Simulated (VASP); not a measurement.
# BaTiO3 in VASP: further runs, part 2 of 2

VASP 6.6.1.

### 3 Single point, PBE

This run uses another cell than the first one, of 12.99 Å³/atom.

INCAR reads:

```
SYSTEM = BaTiO3
PREC = Accurate ; ENCUT = 600
EDIFF = 1E-6 ; ISMEAR = 0
SIGMA = 0.02 ; LREAL = .FALSE.
LASPH = .TRUE. ; NELM = 120
ALGO = Normal ; ISIF = 2
LWAVE = .FALSE. ; LCHARG = .FALSE.
GGA = PE ; NBANDS = 28
GGA_COMPAT = .FALSE.
```

KPOINTS reads:

```
Automatic mesh
0
G
  8 8 8
  0 0 0
```

POSCAR reads:

```
BaTiO3
1.0
    4.0191383477      0.0000000000      0.0000000000
    0.0000000000      2.8421093405      2.8421186713
    0.0000000000     -2.8421093405      2.8421186713
Ba Ti O
1 1 3
Direct
    0.0000000000      0.0034138500      0.0034138500
    0.5000000000      0.5034138500      0.5034138500
    0.5000000000      1.0034138500      0.5034138500
    0.5000000000      0.5034138500      1.0034138500
    0.0000000000      0.5034138500      0.5034138500
```

Potentials or basis: VASP PAW PBE potentials, release 64 (Ba_sv, Ti_sv, O).

Launch:

```sh
> cat potpaw_PBE.64/Ba_sv/POTCAR potpaw_PBE.64/Ti_sv/POTCAR potpaw_PBE.64/O/POTCAR > POTCAR
> mpirun -np 1 vasp_std > vasp.out
```

OUTCAR:

```text
SYSTEM = BaTiO3
   PREC = Accurate
   ENCUT = 600
   EDIFF = 1E-6
   ISMEAR = 0
   LREAL = .FALSE.
   LASPH = .TRUE.
   NELM = 120
   ISIF = 2
   GGA = PE

 ion  position               nearest neighbor table
   1  0.000  0.003  0.003-   3 2.84   4 2.84   3 2.84   4 2.84   3 2.84   4 2.84   3 2.84   4 2.84
                             5 2.84   5 2.84   5 2.84   5 2.84   2 3.48   2 3.48   2 3.48   2 3.48
   2  0.500  0.503  0.503-   5 2.01   5 2.01   3 2.01   4 2.01   3 2.01   4 2.01   1 3.48   1 3.48
                             1 3.48   1 3.48   1 3.48   1 3.48   1 3.48   1 3.48
   3  0.500  0.003  0.503-   2 2.01   2 2.01   1 2.84   1 2.84   1 2.84   1 2.84
   4  0.500  0.503  0.003-   2 2.01   2 2.01   1 2.84   1 2.84   1 2.84   1 2.84
   5  0.000  0.503  0.503-   2 2.01   2 2.01   1 2.84   1 2.84   1 2.84   1 2.84

  LATTYP: Found a simple tetragonal cell.
 ALAT       =     4.0193561730
 C/A-ratio  =     0.9999458059

  Lattice vectors:

 A1 = (   0.0000000000,   2.8421093405,   2.8421186713)
 A2 = (   0.0000000000,  -2.8421093405,   2.8421186713)
 A3 = (   4.0191383477,   0.0000000000,   0.0000000000)

Analysis of symmetry for initial positions (statically):
[... 182 lines left out ...]

 val. band max:        3.7359213667   @ k =   0.5000   0.5000   0.5000
 cond. band min:       5.4564260353   @ k =   0.0000   0.0000   0.0000
 fundamental gap:      1.7205046686
 Fermi energy:         3.9815691465

 k-point     1 :       0.0000    0.0000    0.0000
  band No.  band energies     occupation
      1     -52.9543      2.00000
      2     -29.1588      2.00000
      3     -29.1588      2.00000
      4     -29.1588      2.00000
      5     -21.1058      2.00000
      6     -13.1284      2.00000
[... 733 lines left out ...]
     27      11.7052      0.00000
     28      13.3159      0.00000

 [... further k-points ...]

------------------------ aborting loop because EDIFF is reached ----------------------------------------

  FORCE on cell =-STRESS in cart. coord.  units (eV):
  Direction    XX          YY          ZZ          XY          YZ          ZX
  --------------------------------------------------------------------------------------
  -------------------------------------------------------------------------------------
  Total        0.6313092      0.6268092      0.6268133      0.0000000      0.0000000      0.0000000
  in kB       15.5778219     15.4667827     15.4668842      0.0000000      0.0000000      0.0000000
  external PRESSURE =      15.5038296 kB  Pullay stress =       0.0000000 kB

 VOLUME and BASIS-vectors are now :
 -----------------------------------------------------------------------------
  energy-cutoff  :      600.00
  volume of cell :       64.93
      direct lattice vectors                 reciprocal lattice vectors
     4.019138348  0.000000000  0.000000000     0.248809549  0.000000000  0.000000000
     0.000000000  2.842109340  2.842118671     0.000000000  0.175925674  0.175925096
     0.000000000 -2.842109340  2.842118671     0.000000000 -0.175925674  0.175925096

 POSITION                                       TOTAL-FORCE (eV/Angst)
 -----------------------------------------------------------------------------------
      0.00000      0.00000      0.01941         0.000000     -0.000000      0.000000
      2.00957      0.00000      2.86152         0.000000     -0.000000     -0.000000
      2.00957     -1.42105      1.44046         0.000000      0.000000      0.000000
      2.00957      1.42105      1.44046         0.000000      0.000000     -0.000000
      0.00000      0.00000      2.86152         0.000000     -0.000000      0.000000
 -----------------------------------------------------------------------------------
    total drift:                                0.000000     -0.000002     -0.000140

  FREE ENERGIE OF THE ION-ELECTRON SYSTEM (eV)
  ---------------------------------------------------
  free  energy   TOTEN  =       -39.9884012523 eV

  energy  without entropy=      -39.9884012523  energy(sigma->0) =      -39.98840125
```

stdout:

```text
POSCAR found type information on POSCAR BaTiO
 POSCAR found :  3 types and       5 ions
 scaLAPACK will be used
 LDA part: xc-table for (Slater+PW92), standard interpolation
 POSCAR, INCAR and KPOINTS ok, starting setup
 FFT: planning ... GRIDC
 FFT: planning ... GRID_SOFT
 FFT: planning ... GRID
 WAVECAR not read
 entering main loop
```

Run time: 2.6 min. Hardware: 1 thread of Oxide Virtual Turin-like, shared host; peak memory 0.27 GiB.

Results:

```yaml
Free_energy: -39.9884 eV
Pressure: 1.6 GPa
Band_gap_on_the_k_mesh: 1.72 eV (least direct gap 1.88 eV)
```

Caveat: spin-orbit coupling is left out, which moves the levels of the heavy elements. A k mesh can miss the band edges.

### 4 Relaxation of cell and atoms, PBE

INCAR reads:

```
SYSTEM = BaTiO3
PREC     = Accurate       ! precision mode
ENCUT    = 600            ! plane-wave cutoff, eV
EDIFF    = 1E-7           ! SCF threshold, eV
ISMEAR   = 0              ! smearing method
SIGMA    = 0.02           ! smearing width, eV
LREAL    = .False.        ! projectors in reciprocal space
LASPH    = .True.         ! aspherical terms in the spheres
NELM     = 120            ! most SCF steps
ALGO     = Normal         ! electronic algorithm
ISIF     = 3              ! what is computed and relaxed
LWAVE    = .False.        ! write WAVECAR
LCHARG   = .False.        ! write CHGCAR
GGA      = PE             ! functional
IBRION   = 2              ! ionic algorithm
NSW      = 100            ! ionic steps
EDIFFG   = -0.002         ! ionic threshold
GGA_COMPAT= .False.      
NELMIN   = 4
```

KPOINTS reads:

```
Automatic mesh
0
Gamma
  8 8 8
  0 0 0
```

Changes to POSCAR since step 3:

```diff
@@ -2,5 +2,5 @@
 1.0
-    4.0191383477      0.0000000000      0.0000000000
-    0.0000000000      2.8421093405      2.8421186713
-    0.0000000000     -2.8421093405      2.8421186713
+    3.9833338700      0.0000000000      0.0000000000
+    0.0000000000      2.8625951100      2.8753395300
+    0.0000000000     -2.8625951100      2.8753395300
 Ba Ti O
```

Launch:

```sh
> cat potpaw_PBE.64/Ba_sv/POTCAR potpaw_PBE.64/Ti_sv/POTCAR potpaw_PBE.64/O/POTCAR > POTCAR
> mpirun -np 1 vasp_std > vasp.out
```

It took 14 min on 1 thread of Oxide Virtual Turin-like, shared host; peak memory 0.32 GiB.

It converged, with:

* Free energy: -39.9926 eV
* Relaxed volume: 13.11 Å³/atom
* Relaxed cell: a = 4.032 Å, b = 4.032 Å, c = 4.032 Å, α = 90.00°, β = 90.00°, γ = 90.00°
* Space group after relaxing (to 0.1 Å): Pm-3m (No. 221)
* Energy gained by relaxing: 1.8 meV/atom
* Ionic steps: 8
* Pressure after relaxing: 0.0 GPa
* Band gap on the k mesh: 1.70 eV (least direct gap 1.87 eV)

The path:
```csv
step,energy change (eV),largest force (eV/Å),pressure (GPa),volume (Å³)
1,0.0000,0.0000,-0.01,65.57
2,-0.0081,0.0000,-0.05,65.56
3,-0.0088,0.0000,-0.05,65.55
4,-0.0088,0.0000,-0.05,65.56
5,-0.0088,0.0000,0.05,65.52
6,-0.0088,0.0000,0.04,65.52
7,-0.0088,0.0000,-0.02,65.55
8,-0.0088,0.0000,-0.01,65.54
```

Final structure:
```xyz
5
Lattice="4.0316 0.0000 0.0000 0.0000 2.8509 2.8510 0.0000 -2.8509 2.8510" Properties=species:S:1:pos:R:3 pbc="T T T"
Ba    0.0000    0.0000    0.0195
Ti    2.0158    0.0000    2.8705
O     2.0158   -1.4255    1.4450
O     2.0158    1.4255    1.4450
O     0.0000    0.0000    2.8705
```

Levels at points of the mesh, in eV from the valence-band top:
| k point | band 16 | band 17 | band 18 | band 19 | band 20 | band 21 | band 22 | band 23 | band 24 |
| --- | --- | --- | --- | --- | --- | --- | --- | --- | --- |
| (0.00, 0.00, 0.00) | -1.06 | -1.06 | -0.17 | -0.17 | -0.17 | 1.70 | 1.70 | 1.70 | 3.76 |
| (0.50, 0.00, 0.00) | -1.86 | -1.80 | -1.80 | -0.71 | -0.71 | 1.85 | 3.38 | 3.38 | 3.76 |
| (0.00, 0.50, 0.00) | -1.86 | -1.80 | -1.80 | -0.71 | -0.71 | 1.85 | 3.38 | 3.38 | 3.76 |
| (0.50, 0.50, 0.00) | -2.61 | -1.73 | -0.88 | -0.88 | -0.09 | 3.38 | 3.38 | 3.79 | 4.58 |
| (0.00, 0.50, 0.50) | -2.61 | -1.73 | -0.88 | -0.88 | -0.09 | 3.38 | 3.38 | 3.79 | 4.58 |
| (0.50, 0.50, 0.50) | -2.41 | -2.41 | 0.00 | 0.00 | 0.00 | 4.02 | 4.02 | 4.02 | 6.63 |

Caveat: spin-orbit coupling is left out, which moves the levels of the heavy elements.

### 5 The runs side by side

```csv
task,cell,k mesh,smearing,gap on the mesh (eV),pressure (GPa)
single point,"a = 3.983, b = 4.057, c = 4.057 Å, angles 89.7, 90.0, 90.0°, 5 atoms",4 × 4 × 4,gaussian 0.1 eV,1.64,0.0
single point,"a = 4.019 Å, 5 atoms",8 × 8 × 8,gaussian 0.02 eV,1.72,1.6
relaxation of cell and atoms,"relaxed from a = 3.983, b = 4.057, c = 4.057 Å, angles 89.7, 90.0, 90.0°, 5 atoms",8 × 8 × 8,gaussian 0.02 eV,1.70,0.0
```

Alike in all rows: level PBE; potentials or basis VASP PAW PBE potentials, release 64 (Ba_sv, Ti_sv, O); no spin polarisation; cutoff (eV) 600.

Caveats: spin-orbit coupling is left out, which moves the levels of the heavy elements.

Absolute energies hang on the potentials; compare differences alone.
